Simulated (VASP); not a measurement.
# Ir (P6_3/mmc) in VASP: a series of runs

The runs below take Ir through single point, relaxation of cell and atoms, with PBE.

Everything below comes from runs of VASP 6.6.1. Logs are shortened: lines on timing, memory, paths and dates and some standing lists are left out, and cuts for length are marked.

### Step 1. The cell of the first run

Symmetry: P6_3/mmc, No. 194, hexagonal system. Conventional cell: a = 2.845 Å, b = 2.845 Å, c = 9.294 Å, α = 90.00°, β = 90.00°, γ = 120.00°. Ir (site symmetry -3m) has 12 Ir at 2.84 to 2.85 Å within 3.7 Å. Ir (site symmetry -6m2) has 12 Ir at 2.84 to 2.85 Å within 3.7 Å.

### Step 2. Single point, PBE (volume scaled by 1.12)

INCAR

```
PREC     = Accurate       # precision mode
ENCUT    = 520            # plane-wave cutoff, eV
EDIFF    = 1E-6           # SCF threshold, eV
ISMEAR   = -1             # smearing method
SIGMA    = 0.1            # smearing width, eV
LREAL    = False          # projectors in reciprocal space
LASPH    = True           # aspherical terms in the spheres
NELM     = 60             # most SCF steps
ALGO     = Normal         # electronic algorithm
ISIF     = 2              # what is computed and relaxed
LWAVE    = False          # write WAVECAR
LCHARG   = False          # write CHGCAR
GGA      = PE             # functional
NBANDS   = 26             # bands
```

KPOINTS

```
regular mesh
0
Gamma
  15 15 4
```

POSCAR

```
Ir
1.0
    2.8449212297      0.0000000000      0.0000000000
   -1.4224606149      2.4637740567      0.0000000000
    0.0000000000      0.0000000000      9.2941080291
Ir
4
Direct
    1.0000000000      1.0000000000      0.0000000000
    1.0000000000      1.0000000000      0.5000000000
    0.3333333333      0.6666666667      0.2500000000
    0.6666666667      0.3333333333      0.7500000000
```

Potentials or basis: VASP PAW PBE potentials, release 64 (Ir).

Command:

```sh
$ cat potpaw_PBE.64/Ir/POTCAR > POTCAR
$ mpirun -np 1 vasp_std > vasp.out
```

OUTCAR:

```text
PREC = Accurate
   ENCUT = 520
   EDIFF = 1E-6
   ISMEAR = -1
   LREAL = False
   LASPH = True
   NELM = 60
   ISIF = 2
   GGA = PE

 ion  position               nearest neighbor table
   1  0.000  0.000  0.000-   3 2.85   4 2.85   4 2.85   3 2.85   4 2.85   3 2.85
   2  0.000  0.000  0.500-   3 2.85   4 2.85   4 2.85   3 2.85   4 2.85   3 2.85
   3  0.333  0.667  0.250-   1 2.85   2 2.85   1 2.85   2 2.85   1 2.85   2 2.85
   4  0.667  0.333  0.750-   1 2.85   2 2.85   1 2.85   2 2.85   1 2.85   2 2.85

  LATTYP: Found a hexagonal cell.
 ALAT       =     2.8449212297
 C/A-ratio  =     3.2669122547

  Lattice vectors:

 A1 = (   2.8449212297,   0.0000000000,   0.0000000000)
 A2 = (  -1.4224606149,   2.4637740567,   0.0000000000)
 A3 = (   0.0000000000,   0.0000000000,   9.2941080291)

Analysis of symmetry for initial positions (statically):
=====================================================================
 Subroutine PRICEL returns:
 Original cell was already a primitive cell.

 Routine SETGRP: Setting up the symmetry group for a
 hexagonal supercell.

 Subroutine GETGRP returns: Found 24 space group operations
 (whereof 12 operations were pure point group operations)
 out of a pool of 24 trial point group operations.

The static configuration has the point symmetry D_3d.
 The point group associated with its full space group is D_6h.

Analysis of symmetry for dynamics (positions and initial velocities):
=====================================================================
 Subroutine PRICEL returns:
 Original cell was already a primitive cell.

 Routine SETGRP: Setting up the symmetry group for a
 hexagonal supercell.

 Subroutine GETGRP returns: Found 24 space group operations
 (whereof 12 operations were pure point group operations)
 out of a pool of 24 trial point group operations.

The dynamic configuration has the point symmetry D_3d.
 The point group associated with its full space group is D_6h.

 Subroutine INISYM returns: Found 24 space group operations
 (whereof 12 operations are pure point group operations),
 and found     1 'primitive' translations

----------------------------------------------------------------------------------------

                                     Primitive cell

  volume of cell :      65.1447

  direct lattice vectors                    reciprocal lattice vectors
     2.844921230  0.000000000  0.000000000     0.351503581  0.202940687  0.000000000
    -1.422460615  2.463774057  0.000000000     0.000000000  0.405881374  0.000000000
[... 84 lines left out ...]
   LNONCOLLINEAR =      F non collinear calculations
   LSORBIT =      F    spin-orbit coupling
   LASPH  =      T    aspherical Exc in radial PAW
   ENCUT  =  520.0 eV  38.22 Ry    6.18 a.u.   5.29  5.29 17.28*2*pi/ulx,y,z
   NELM   =     60;   NELMIN=  2; NELMDL= -5     # of ELM steps
   EDIFF  = 0.1E-05   stopping-criterion for ELM
   LREAL  =      F    real-space projection
   EDIFFG = 0.1E-04   stopping-criterion for IOM
   NSW    =      0    number of steps for IOM
   IBRION =     -1    ionic relax: 0-MD 1-quasi-New 2-CG
   NFREE  =      0    steps in history (QN), initial steepest desc. (CG)
   ISIF   =      2    stress and relaxation
   ISYM   =      2    0-nonsym 1-usesym 2-fastsym
   POTIM  = 0.5000    time-step for ionic-motion
   TEBEG  =    0.0;   TEEND  =   0.0 temperature during run
   PSTRESS=    0.0 pullay stress
   NELECT =      36.0000    total number of electrons
   NUPDOWN=      -1.0000    fix difference up-down
   EMIN   =  10.00;   EMAX   =-10.00  energy-range for DOS
   EFERMI =   0.00;   METHOD = LEGACY
   ISMEAR =    -1;   SIGMA  =   0.10  broadening in eV -4-tet -1-fermi 0-gaus
   EFERMI_NEDOS =   21; number of points for ismear=-14 and -15
   IALGO  =     38    algorithm
   IMIX   =      4    mixing-type and parameters
     AMIX     =   0.40;   BMIX     =  1.00
     AMIX_MAG =   1.60;   BMIX_MAG =  1.00
  volume/ion in A,a.u.               =      16.29       109.90
  Fermi-wavevector in a.u.,A,eV,Ry     =   1.343433  2.538720 24.555966  1.804813
  Thomas-Fermi vector in A             =   2.471507
   LORBIT       =      0    0 simple, 1 ext, 2 COOP (PROOUT), +10 PAW based schemes
   GGA     = PE    functional components
   LHFCALC =     F    Hartree Fock is set to
   AEXX    =    0.0000 exact exchange contribution
   IVDW    =     0    specifies the selected vdW correction
   LEPSILON=     F    determine dielectric tensor
   LRPA    =     F    only Hartree local field effects (RPA)
 non-spin polarized calculation
  energy-cutoff  :      520.00
  volume of cell :       65.14
 maximum number of plane-waves:      1775
 NGX is ok and might be reduce to    24
   NGX = 11   NGY = 11   NGZ = 35

 number of electron      36.0000002 magnetization

 Free energy of the ion-electron system (eV)
  ---------------------------------------------------
  ext. energy  EPLUGINS =         0.00000000
  ---------------------------------------------------
  free energy    TOTEN  =       -34.63833090 eV

  energy without entropy =      -34.47169490  energy(sigma->0) =      -34.55501290

 E-fermi :   8.1268     XC(G=0): -13.1613

 val. band max:        8.1261852437   @ k =   0.1333   0.1333   0.0000
 cond. band min:       8.1544645671   @ k =   0.0667   0.0000   0.2500
 fundamental gap:      0.0282793234
 Fermi energy:         8.1267924990

 k-point     1 :       0.0000    0.0000    0.0000
  band No.  band energies     occupation
      1      -1.5423      2.00000
      2       0.4307      2.00000
      3       0.4556      2.00000
      4       1.4080      2.00000
      5       4.5752      2.00000
      6       4.6060      2.00000
[... 685 lines left out ...]
     25      14.3968      0.00000
     26      14.5804      0.00000

 [... further k-points ...]
[... 5 lines left out ...]
  --------------------------------------------------------------------------------------
  -------------------------------------------------------------------------------------
  Total      -11.7684720    -11.7684720    -11.8382647      0.0000000      0.0000000     -0.0000000
  in kB     -289.4355144   -289.4355144   -291.1520062      0.0000000      0.0000000     -0.0000000
  external PRESSURE =    -290.0076783 kB  Pullay stress =       0.0000000 kB

 VOLUME and BASIS-vectors are now :
 -----------------------------------------------------------------------------
  energy-cutoff  :      520.00
  volume of cell :       65.14
      direct lattice vectors                 reciprocal lattice vectors
     2.844921230  0.000000000  0.000000000     0.351503581  0.202940687  0.000000000
    -1.422460615  2.463774057  0.000000000     0.000000000  0.405881374  0.000000000
     0.000000000  0.000000000  9.294108029     0.000000000  0.000000000  0.107595048

 POSITION                                       TOTAL-FORCE (eV/Angst)
 -----------------------------------------------------------------------------------
      0.00000      0.00000      0.00000        -0.000000      0.000000     -0.000000
      0.00000      0.00000      4.64705        -0.000000      0.000000     -0.000000
     -0.00000      1.64252      2.32353         0.000000     -0.000000      0.000000
      1.42246      0.82126      6.97058        -0.000000      0.000000     -0.000000
 -----------------------------------------------------------------------------------
    total drift:                               -0.000000      0.000000      0.000000

  FREE ENERGIE OF THE ION-ELECTRON SYSTEM (eV)
  ---------------------------------------------------
  free  energy   TOTEN  =       -34.6383309011 eV

  energy  without entropy=      -34.4716949012  energy(sigma->0) =      -34.55501290
```

OSZICAR:

```text
N       E                     dE             d eps       ncg     rms          rms(c)
DAV:   1     0.355661920456E+03    0.35566E+03   -0.15992E+04  4212   0.136E+03
DAV:   2    -0.179005425000E+02   -0.37356E+03   -0.35032E+03  4240   0.406E+02
DAV:   3    -0.364867205073E+02   -0.18586E+02   -0.17173E+02  5046   0.952E+01
DAV:   4    -0.370583593644E+02   -0.57164E+00   -0.56388E+00  4714   0.164E+01
DAV:   5    -0.370695038786E+02   -0.11145E-01   -0.11136E-01  4828   0.208E+00    0.210E+01
DAV:   6    -0.349176480974E+02    0.21519E+01   -0.41688E+00  4524   0.197E+01    0.798E+00
DAV:   7    -0.346654537139E+02    0.25219E+00   -0.94212E-01  5086   0.896E+00    0.320E+00
DAV:   8    -0.346517267898E+02    0.13727E-01   -0.72283E-02  5718   0.329E+00    0.235E+00
DAV:   9    -0.346446022242E+02    0.71246E-02   -0.42026E-02  5072   0.237E+00    0.139E+00
DAV:  10    -0.346382676252E+02    0.63346E-02   -0.13438E-02  5132   0.152E+00    0.686E-02
DAV:  11    -0.346383231338E+02   -0.55509E-04   -0.51245E-04  4504   0.182E-01    0.366E-02
DAV:  12    -0.346383304694E+02   -0.73356E-05   -0.80311E-05  4738   0.942E-02    0.210E-02
DAV:  13    -0.346383304282E+02    0.41174E-07   -0.17759E-05  4582   0.416E-02    0.456E-03
DAV:  14    -0.346383309011E+02   -0.47286E-06   -0.40005E-07  2274   0.596E-03
   1 F= -.34638331E+02 E0= -.34555013E+02  d E =-.166636E+00
```

stdout:

```text
POSCAR found type information on POSCAR Ir
 POSCAR found :  1 types and       4 ions
 scaLAPACK will be used
 LDA part: xc-table for (Slater+PW92), standard interpolation
 POSCAR, INCAR and KPOINTS ok, starting setup
 FFT: planning ... GRIDC
 FFT: planning ... GRID_SOFT
 FFT: planning ... GRID
 WAVECAR not read
 entering main loop
```

It took 2.5 min on 1 thread of Intel Xeon 8259CL, shared host; peak memory 0.26 GiB.

Results:

- Free energy: -34.6383 eV
- Pressure: -29.0 GPa
- Band gap on the k mesh: zero (band 18 reaches 8.88 eV, above the bottom of band 19 at 6.90 eV)

Caveat: spin-orbit coupling is left out, which moves the levels of the heavy elements.

(Continued in part 2 of 3.)
